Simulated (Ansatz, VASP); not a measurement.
**Two plane-wave programs on WS2**

Contents of INCAR:

```
SYSTEM = WS2
ALGO     = Normal         ! electronic algorithm
EDIFF    = 1E-6           ! SCF threshold, eV
ENCUT    = 520            ! plane-wave cutoff, eV
GGA      = PE             ! functional
ISIF     = 2              ! what is computed and relaxed
ISMEAR   = 0              ! smearing method
LASPH    = .TRUE.         ! aspherical terms in the spheres
LCHARG   = .FALSE.        ! write CHGCAR
LREAL    = .FALSE.        ! projectors in reciprocal space
LWAVE    = .FALSE.        ! write WAVECAR
NBANDS   = 49             ! bands
NELM     = 60             ! most SCF steps
PREC     = Accurate       ! precision mode
SIGMA    = 0.02           ! smearing width, eV
```

Contents of KPOINTS:

```
k-points
0
G
  12 12 1
  0 0 0
```

The input POSCAR:

```
WS2
1.0
    3.1829541699      0.0000000000      0.0000000000
   -1.5914770850      2.7565191702      0.0000000000
    0.0000000000      0.0000000000     28.5322178600
W S
3 6
Direct
    0.6666666700      0.3333333300      0.6592864300
    0.3333333300      0.6666666700      0.8855337800
    0.3333333300      0.6666666700      0.4343616800
    0.6666666700      0.3333333300      0.9401857300
    0.6666666700      0.3333333300      0.4890304200
    0.3333333300      0.6666666700      0.7139522100
    0.6666666700      0.3333333300      0.8308482800
    0.6666666700      0.3333333300      0.3797102500
    0.3333333300      0.6666666700      0.6046252100
```

Input for Ansatz:

```yaml
crystal:
  lattice:
    - [3.1829541699, 0.0, 0.0]
    - [-1.591477085, 2.7565191702, 0.0]
    - [0.0, 0.0, 28.53221786]
  atoms:
    - { symbol: W, position: [0.66666667, 0.33333333, 0.65928643] }
    - { symbol: W, position: [0.33333333, 0.66666667, 0.88553378] }
    - { symbol: W, position: [0.33333333, 0.66666667, 0.43436168] }
    - { symbol: S, position: [0.66666667, 0.33333333, 0.94018573] }
    - { symbol: S, position: [0.66666667, 0.33333333, 0.48903042] }
    - { symbol: S, position: [0.33333333, 0.66666667, 0.71395221] }
    - { symbol: S, position: [0.66666667, 0.33333333, 0.83084828] }
    - { symbol: S, position: [0.66666667, 0.33333333, 0.37971025] }
    - { symbol: S, position: [0.33333333, 0.66666667, 0.60462521] }
basis:
  ecutwfc: 420
kpoints:
  mp_grid: { grid: [12, 12, 1] }
hamiltonian:
  xc: pbe
scf:
  occupations: { method: gaussian, width: 0.02 }
output:
  forces: true
  stress: true
  eigenvalues: true
  populations: true
```

Alike in both runs: task single point; functional PBE; k mesh 12 × 12 × 1; occupations gaussian, width 0.02 eV; no spin polarisation.

```csv
,VASP,Ansatz
version,VASP 6.6.1,Ansatz 0.2.0
potentials or method,"VASP PAW PBE potentials, release 64 (W_sv, S), cutoff 520 eV","scalar-relativistic, plane waves, PAW"
valence electrons in the cell,78,78
```

Ansatz gave:

| Property | Result |
| --- | --- |
| gap on the k mesh at the Fermi level (eV) | 1.34 |
| least direct gap on the mesh (eV) | 1.76 |
| rms of the force components (eV/Å) | 0.107 |

Task: What did VASP give for the same quantities?

Result: gap on the k mesh at the Fermi level (eV): 1.36; least direct gap on the mesh (eV): 1.76; rms of the force components (eV/Å): 0.108.

Atom by atom the forces differ by 0.001 eV/Å (rms over components).

Neither program's run includes spin-orbit coupling.
